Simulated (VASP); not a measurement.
# SiO2 (I4_1/amd) in VASP: a series of runs, part 2 of 2

VASP 6.6.1. Earlier steps stand in the parts before.

## 5. Single point, r2SCAN (9.04 Å³/atom)

This run uses another cell than the first one, of 9.04 Å³/atom.

POSCAR

```
SiO2
1.0
   -1.7791078084      1.7791078084      4.2855188384
    1.7791078084     -1.7791078084      4.2855188384
    1.7791078084      1.7791078084     -4.2855188384
Si O
2 4
Direct
    0.7500000000      0.2500000000      0.5000000000
    0.0000000000      0.0000000000      0.0000000000
    0.5409502156      0.0409502156      0.5000000000
    0.7909502156      0.7909502156      0.0000000000
    0.2090497844      0.2090497844      0.0000000000
    0.9590497844      0.4590497844      0.5000000000
```

INCAR.step1

```
PREC     = Accurate       # precision mode
ENCUT    = 520            # plane-wave cutoff, eV
ISMEAR   = 0              # smearing method
SIGMA    = 0.01           # smearing width, eV
LREAL    = F              # projectors in reciprocal space
LASPH    = T              # aspherical terms in the spheres
NELM     = 100            # most SCF steps
NBANDS   = 25             # bands
GGA      = PE             # functional
ALGO     = Normal         # electronic algorithm
EDIFF    = 1E-4           # SCF threshold, eV
LWAVE    = T              # write WAVECAR
LCHARG   = F              # write CHGCAR
```

INCAR.step2

```
PREC     = Accurate       # precision mode
ENCUT    = 520            # plane-wave cutoff, eV
EDIFF    = 1E-6           # SCF threshold, eV
ISMEAR   = 0              # smearing method
SIGMA    = 0.01           # smearing width, eV
LREAL    = F              # projectors in reciprocal space
LASPH    = T              # aspherical terms in the spheres
NELM     = 100            # most SCF steps
ALGO     = Normal         # electronic algorithm
ISIF     = 2              # what is computed and relaxed
LWAVE    = F              # write WAVECAR
LCHARG   = T              # write CHGCAR
METAGGA  = R2SCAN         # meta-GGA
LMIXTAU  = T            
LELF     = T              # ELF
LVHAR    = T            
NBANDS   = 25             # bands
ISTART   = 1
```

KPOINTS

```
regular mesh
0
Gamma
  8 8 8
```

Run with:

```bash
cat potpaw_PBE.64/Si/POTCAR potpaw_PBE.64/O/POTCAR > POTCAR
cp INCAR.step1 INCAR
mpirun -np 1 vasp_std > vasp.out
cp INCAR.step2 INCAR
mpirun -np 1 vasp_std > vasp.out
```

Run time: 11 min. Hardware: 1 thread of Intel Xeon 8259CL, shared host; peak memory 0.28 GiB.

The run converged. Its results:

```
Free energy            : -58.2075 eV
Pressure               : -15.3 GPa
Largest force          : 0.532 eV/Å
Band gap on the k mesh : 6.22 eV (least direct gap 6.90 eV)
```

Forces on the atoms (eV/Å):
```
Si   0.000  0.000  0.000
Si   0.000  0.000  0.000
O    0.000  0.000  0.532
O    0.000  0.000  0.532
O    0.000  0.000 -0.532
O    0.000  0.000 -0.532
```

Stress tensor (GPa, compression positive):
```
-14.54   0.00   0.00
  0.00 -14.54   0.00
  0.00   0.00 -16.84
```

Levels at points of the mesh, in eV from the valence-band top:
| k point | band 13 | band 14 | band 15 | band 16 | band 17 | band 18 | band 19 | band 20 |
| --- | --- | --- | --- | --- | --- | --- | --- | --- |
| (0.00, 0.00, 0.00) | -0.84 | -0.84 | -0.68 | -0.68 | 6.22 | 8.82 | 11.70 | 12.61 |
| (0.50, 0.00, 0.00) | -1.83 | -1.80 | -1.25 | -1.24 | 9.28 | 9.28 | 11.60 | 11.88 |
| (0.50, 0.50, 0.00) | -2.02 | -2.02 | -0.07 | -0.07 | 10.30 | 10.30 | 11.52 | 11.52 |
| (0.50, 0.50, 0.50) | -1.99 | -1.99 | -0.47 | -0.47 | 7.64 | 7.64 | 10.76 | 10.76 |

Caveat: the cell stands under tension; the PAW data sets were made with another functional, which shifts forces and pressure a little.

## 6. Single point, PBE

This run uses another cell than the first one, of 8.53 Å³/atom.

INCAR

```
PREC     = Accurate       # precision mode
ENCUT    = 520            # plane-wave cutoff, eV
EDIFF    = 1E-7           # SCF threshold, eV
ISMEAR   = 0              # smearing method
SIGMA    = 0.01           # smearing width, eV
LREAL    = F              # projectors in reciprocal space
LASPH    = T              # aspherical terms in the spheres
NELM     = 100            # most SCF steps
ALGO     = Normal         # electronic algorithm
ISIF     = 2              # what is computed and relaxed
LWAVE    = F              # write WAVECAR
LCHARG   = F              # write CHGCAR
GGA      = PE             # functional
NBANDS   = 25             # bands
```

KPOINTS

```
regular mesh
0
Gamma
  10 10 10
```

POSCAR: that of step 5 with these lines changed.

```diff
@@ -2,5 +2,5 @@
 1.0
-   -1.7791078084      1.7791078084      4.2855188384
-    1.7791078084     -1.7791078084      4.2855188384
-    1.7791078084      1.7791078084     -4.2855188384
+   -1.7448856755      1.7448856755      4.2030844887
+    1.7448856755     -1.7448856755      4.2030844887
+    1.7448856755      1.7448856755     -4.2030844887
 Si O
```

Potentials or basis: VASP PAW PBE potentials, release 64 (Si, O).

Run with:

```bash
cat potpaw_PBE.64/Si/POTCAR potpaw_PBE.64/O/POTCAR > POTCAR
mpirun -np 1 vasp_std > vasp.out
```

Run time: 4 min. Hardware: 1 thread of Intel Xeon 8259CL, shared host; peak memory 0.26 GiB.

It converged, with:

* Free energy: -45.9871 eV
* Pressure: 9.0 GPa
* Largest force: 0.119 eV/Å
* Band gap on the k mesh: 6.30 eV (least direct gap 7.03 eV)

Forces on the atoms (eV/Å):
```
Si   0.000  0.000  0.000
Si   0.000  0.000  0.000
O    0.000  0.000 -0.119
O    0.000  0.000 -0.119
O    0.000  0.000  0.119
O    0.000  0.000  0.119
```

Stress tensor (GPa, compression positive):
```
8.55 0.00 0.00
0.00 8.55 0.00
0.00 0.00 9.77
```

Levels at points of the mesh, in eV from the valence-band top:
| k point | band 12 | band 13 | band 14 | band 15 | band 16 | band 17 | band 18 | band 19 | band 20 | band 21 |
| --- | --- | --- | --- | --- | --- | --- | --- | --- | --- | --- |
| (0.00, 0.00, 0.00) | -1.46 | -0.88 | -0.88 | -0.73 | -0.73 | 6.30 | 8.66 | 11.26 | 11.95 | 12.17 |
| (0.50, 0.00, 0.00) | -2.36 | -1.98 | -1.93 | -1.33 | -1.31 | 8.93 | 9.18 | 11.27 | 11.53 | 11.92 |
| (0.50, 0.50, 0.00) | -2.34 | -2.11 | -2.11 | -0.09 | -0.09 | 9.88 | 9.88 | 11.13 | 11.13 | 11.43 |
| (0.50, 0.50, 0.50) | -4.05 | -2.14 | -2.14 | -0.50 | -0.50 | 7.46 | 7.46 | 10.41 | 10.41 | 12.00 |

Caveat: the cell stands under pressure.

## 7. Overview

```tsv
level	cell	k mesh	gap on the mesh (eV)	pressure (GPa)	largest force (eV/Å)
r2SCAN	a = 4.825 Å, angles 138.0, 138.0, 60.8°, 6 atoms	8 × 8 × 8	7.77	10.3	0.33
r2SCAN	a = 4.874 Å, angles 138.0, 138.0, 60.8°, 6 atoms	8 × 8 × 8	7.23	0.4	0.01
r2SCAN	a = 4.922 Å, angles 138.0, 138.0, 60.8°, 6 atoms	8 × 8 × 8	6.71	-8.1	0.28
r2SCAN	a = 4.970 Å, angles 138.0, 138.0, 60.8°, 6 atoms	8 × 8 × 8	6.22	-15.3	0.53
PBE	a = 4.874 Å, angles 138.0, 138.0, 60.8°, 6 atoms	10 × 10 × 10	6.30	9.0	0.12
```

Alike in all rows: task single point; potentials or basis VASP PAW PBE potentials, release 64 (Si, O); no spin polarisation; cutoff (eV) 520; smearing gaussian 0.01 eV.

Caveats: the PAW data sets were made with another functional, which shifts forces and pressure a little (at least some runs); the cell stands under pressure (at least some runs); the cell stands under tension (at least some runs).

Absolute energies hang on the potentials; compare differences alone.
